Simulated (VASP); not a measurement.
Runs of VASP 6.6.1 on TaRhN2. The structure is that of space group P4/mmm (No. 123), or close to it. The cells are those of the table. 

```tsv
task	spin	cell	k mesh	cutoff (eV)	gap on the mesh (eV)	pressure (GPa)	moment (μB)
single point	collinear, ferromagnetic start	a = 3.137, b = 3.137, c = 4.311 Å, 4 atoms	6 × 6 × 4	520	none	0.4	0.00
single point	collinear, ferromagnetic start	a = 3.089, b = 3.089, c = 4.368 Å, 4 atoms	6 × 6 × 4	520	none	5.4	0.00
relaxation of cell and atoms	collinear, ferromagnetic start	relaxed from a = 3.089, b = 3.089, c = 4.368 Å, 4 atoms	6 × 6 × 4	600	none	-0.1	0.00
single point	off	a = 3.137, b = 3.137, c = 4.312 Å, 4 atoms	14 × 14 × 12	520	none	(a)	-
```

Alike in all rows: level PBE; potentials or basis VASP PAW PBE potentials, release 64 (Ta_pv, Rh_pv, N); smearing gaussian 0.1 eV.

Problem. Estimate the missing entries.

Solution. (a) 0.3.

Caveats: some runs use coarse meshes; spin-orbit coupling is left out, which moves the levels of the heavy elements; the stress differs along the axes, from -3 to 10 GPa (at least some runs).

A k mesh can miss the band edges, and the runs leave out spin-orbit coupling on Rh, Ta.

A gap of «none» marks levels without a gap at the run's occupations.
